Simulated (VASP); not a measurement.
Crystal: NaLiAlCl4.

```
Na Li Al Cl
1.0
     0.00000    4.37234    4.37234
     4.37234    0.00000    4.37234
     4.37234    4.37234    0.00000
Na Li Al Cl
1 1 1 4
Cartesian
  0.0000 0.0000 0.0000
  2.1862 2.1862 2.1862
  4.3723 4.3723 4.3723
  5.4588 3.2859 5.4588
  3.2859 3.2859 3.2859
  3.2859 5.4588 5.4588
  5.4588 5.4588 3.2859
```

The cell was built from a structure type or drawn by symmetry, and may not be a known phase.

| Item | Value |
| --- | --- |
| Program | VASP 6.6.1 |
| Task | relaxation of cell and atoms |
| Functional | PBE |
| Potentials or basis | VASP PAW PBE potentials, release 64 (Na_sv, Li_sv, Al, Cl) |
| Cutoff | 970 eV |
| k mesh | 4 × 4 × 4 |
| Occupations | gaussian, width 0.1 eV |
| Spin | no spin polarisation |

At the start: pressure 26.6 GPa; volume 23.88 Å³/atom.

Q: Where does the relaxation end?

A: Over 11 steps the energy falls by 832.6 meV/atom and the volume is 40.90 Å³/atom (+71.3 %); space group F-43m (No. 216, to 0.1 Å) before and after.

Step by step:
| step | energy change (eV) | largest force (eV/Å) | pressure (GPa) | volume (Å³) |
| --- | --- | --- | --- | --- |
| 1 | 0.0000 | 3.7359 | 26.62 | 167.18 |
| 2 | -4.4307 | 2.1440 | 1.08 | 282.75 |
| 3 | -4.3729 | 2.5992 | 3.45 | 236.16 |
| 4 | -4.4430 | 2.2481 | 1.84 | 268.16 |
| 5 | -5.1956 | 1.1925 | -0.33 | 293.92 |
| 6 | -5.3777 | 0.7829 | -1.56 | 318.09 |
| 7 | -5.7083 | 0.6677 | -1.01 | 300.16 |
| 8 | -5.7977 | 0.4090 | 0.86 | 281.04 |
| 9 | -5.8246 | 0.1856 | -0.12 | 288.74 |
| 10 | -5.8281 | 0.0636 | 0.08 | 286.90 |
| 11 | -5.8281 | 0.0209 | 0.15 | 286.30 |

Final structure:
```xyz
7
Lattice="0.0000 5.2312 5.2312 5.2312 0.0000 5.2312 5.2312 5.2312 0.0000" Properties=species:S:1:pos:R:3 pbc="T T T"
Na    0.0000    0.0000    0.0000
Li    2.6156    2.6156    2.6156
Al    5.2312    5.2312    5.2312
Cl    6.4790    3.9833    6.4790
Cl    3.9833    3.9833    3.9833
Cl    3.9833    6.4790    6.4790
Cl    6.4790    6.4790    3.9833
```

Caveat: the volume moved by over 15 % at a fixed basis, so the end points are rough; an odd number of electrons without spin polarisation forces a metal; a magnetic or distorted state may lie lower.
